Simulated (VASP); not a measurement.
# Ca: single point with LDA

The system is Ca.

```
CELL_PARAMETERS angstrom
-2.24000 2.24000 2.32960
2.24000 -2.24000 2.32960
2.24000 2.24000 -2.32960
ATOMIC_POSITIONS crystal
Ca 0.00000 0.00000 0.00000
```

This cell differs from its parent crystal: strain +0.0400 x Voigt [0, 0, 1, 0, 0, 0].

```
Program                : VASP 6.6.1
Task                   : single point
Functional             : LDA
Potentials or basis    : VASP PAW LDA potentials, release 64 (Ca_sv)
Cutoff                 : 520 eV
k mesh                 : 16 × 16 × 16
Occupations            : gaussian, width 0.15 eV
Spin                   : no spin polarisation
Dipole correction      : no
Further INCAR settings : ALGO = Fast; EDIFF = 1e-06; NBANDS = 11
```

```json
{
  "Pressure": "-2.9 GPa",
  "Band gap on the k mesh": "zero (bands 5 and 6 overlap by 0.37 eV)"
}
```

Stress tensor (GPa, compression positive):
```
-2.89  0.00  0.00
 0.00 -2.89  0.00
 0.00  0.00 -2.80
```

Levels at points of the mesh, in eV from the Fermi level:
| k point | band 1 | band 2 | band 3 | band 4 | band 5 | band 6 | band 7 | band 8 | band 9 | band 10 |
| --- | --- | --- | --- | --- | --- | --- | --- | --- | --- | --- |
| (0.00, 0.00, 0.00) | -41.86 | -23.08 | -23.08 | -23.08 | -3.88 | 1.96 | 1.96 | 2.11 | 2.87 | 3.05 |
| (0.50, 0.00, 0.00) | -41.85 | -23.18 | -23.11 | -23.08 | -0.93 | -0.09 | 1.25 | 2.76 | 3.18 | 3.84 |
| (0.50, 0.50, 0.00) | -41.85 | -23.18 | -23.11 | -23.08 | -0.84 | 0.03 | 1.06 | 2.96 | 3.24 | 3.86 |
| (0.50, 0.50, 0.50) | -41.84 | -23.15 | -23.15 | -23.15 | 0.06 | 0.14 | 3.13 | 3.65 | 3.67 | 3.69 |

It took 78 s on 1 thread of Intel(R) Xeon(R) 6975P-C (Granite Rapids), with other jobs on the host, peak memory 0.28 GiB.

Caveat: the cell differs from its parent crystal (strain +0.0400 x Voigt [0, 0, 1, 0, 0, 0]).
